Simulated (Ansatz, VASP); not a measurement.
Pt in VASP and in Ansatz

The input INCAR:

```
PREC = Accurate
ENCUT = 520
EDIFF = 1E-7
ISMEAR = 0
SIGMA = 0.15
LREAL = F
LASPH = T
NELM = 80
ALGO = Fast
ISIF = 2
LWAVE = F
LCHARG = F
GGA = PS
NBANDS = 11
```

KPOINTS

```
regular mesh
0
Gamma
  24 24 24
```

Contents of POSCAR:

```
Pt
1.0
   -1.8288483979      1.8288483979      1.1887514586
    1.8288483979     -1.8288483979      1.1887514586
    1.8288483979      1.8288483979     -1.1887514586
Pt
1
Direct
    0.0000000000      0.0000000000      0.0000000000
```

Input for Ansatz:

```yaml
crystal:
  lattice:
    - [-1.8288483979, 1.8288483979, 1.1887514586]
    - [1.8288483979, -1.8288483979, 1.1887514586]
    - [1.8288483979, 1.8288483979, -1.1887514586]
  atoms:
    - { symbol: Pt, position: [0.0, 0.0, 0.0] }
basis:
  ecutwfc: 420
kpoints:
  mp_grid: { grid: [24, 24, 24] }
hamiltonian:
  xc: pbesol
scf:
  occupations: { method: gaussian, width: 0.15 }
output:
  forces: true
  stress: true
  eigenvalues: true
```

Alike in both runs: task single point; functional PBEsol; k mesh 24 × 24 × 24; occupations gaussian, width 0.15 eV; no spin polarisation.

```csv
,VASP,Ansatz
version,VASP 6.6.1,Ansatz 0.2.0
potentials or method,"VASP PAW PBE potentials, release 64 (Pt), cutoff 520 eV","scalar-relativistic, plane waves, PAW"
valence electrons in the cell,10,18
```

VASP gave:

| Quantity | Value |
| --- | --- |
| gap on the k mesh at the Fermi level (eV) | none |
| pressure (GPa) | 12.9 |
| traceless stress, the component that is largest in VASP (GPa) | 61.96 |

Problem. Which values does Ansatz return?

Solution. gap on the k mesh at the Fermi level (eV): none; pressure (GPa): 13.5; traceless stress, the component that is largest in VASP (GPa): 62.54.

VASP's potentials were made for PBE, not for PBEsol. A gap of «none» marks a metal or a gap that the smearing closes. VASP's potentials hold 10 valence electrons a cell and Ansatz's 18, so a difference there can come from the potentials and not from the codes.

Spin-orbit coupling is off throughout.
